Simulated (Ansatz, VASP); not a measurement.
# One calculation of Sr2In, two programs

```
CELL_PARAMETERS angstrom
5.81247 0.00000 0.00000
-2.90623 5.03375 0.00000
0.00000 0.00000 3.59639
ATOMIC_POSITIONS crystal
Sr 0.33333 0.66667 0.50000
Sr 0.66667 0.33333 0.50000
In 0.00000 0.00000 0.00000
```

Alike in both runs: functional PBE; k mesh 12 × 12 × 12; occupations gaussian, width 0.1 eV; no spin polarisation.

Ansatz relaxed the structure, and its values are those at the end. VASP's run is a single point on that final structure, the one shown.

|  | VASP | Ansatz |
| --- | --- | --- |
| version | VASP 6.6.1 | Ansatz 0.2.0 |
| potentials or method | VASP PAW PBE potentials, release 64 (Sr_sv, In_d), cutoff 520 eV | scalar-relativistic, plane waves, PAW |
| valence electrons in the cell | 33 | 33 |

```csv
,VASP,Ansatz,Ansatz less VASP
gap on the k mesh at the Fermi level (eV),none,none,-
pressure (GPa),0.1,0.0,-0.04
```

A gap of «none» marks a metal or a gap that the smearing closes.
